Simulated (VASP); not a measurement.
A run of VASP 6.6.1:

The input POSCAR:

```
BaTiO3
1.0
    3.9323202718      0.0000000000      0.0000000000
    0.0000000000      3.9323202718      0.0000000000
    0.0000000000      0.0000000000      4.1792494854
Ba Ti O
1 1 3
Direct
    0.5000000000      0.5000000000      0.5884081269
    0.0000000000      0.0000000000      0.1073869397
    0.0000000000      0.5000000000      0.0613175715
    0.5000000000      0.0000000000      0.0613175715
    0.0000000000      0.0000000000      0.5415667804
```

Contents of INCAR.step1:

```
  ALGO = Normal
  EDIFF = 1E-4
  ENCUT = 520
  GGA = PE
  ISMEAR = 0
  LASPH = True
  LCHARG = False
  LREAL = False
  LWAVE = True
  NBANDS = 28
  NELM = 60
  PREC = Accurate
  SIGMA = 0.01
```

The input INCAR.step2:

```
  ALGO = Normal
  EDIFF = 1E-6
  ENCUT = 520
  ISIF = 2
  ISMEAR = 0
  ISTART = 1
  LASPH = True
  LCHARG = False
  LMIXTAU = True
  LREAL = False
  LWAVE = False
  METAGGA = R2SCAN
  NBANDS = 28
  NELM = 60
  PREC = Accurate
  SIGMA = 0.01
```

File KPOINTS:

```
k-points
0
Gamma
  6 6 6
```

Potentials or basis: VASP PAW PBE potentials, release 64 (Ba_sv, Ti_sv, O).

The run is started by

```console
$ cat potpaw_PBE.64/Ba_sv/POTCAR potpaw_PBE.64/Ti_sv/POTCAR potpaw_PBE.64/O/POTCAR > POTCAR
$ cp INCAR.step1 INCAR
$ mpirun -np 1 vasp_std > vasp.out
$ cp INCAR.step2 INCAR
$ mpirun -np 1 vasp_std > vasp.out
```

Hardware: 1 thread of AMD EPYC 7R13 Processor (Zen 3) (shared host).

Question: How long does it take, and how much memory?

Answer: Run time: 3.8 min on 1 thread of AMD EPYC 7R13 Processor (Zen 3), on a shared host, peak memory 0.19 GiB. Counts: k points 40.
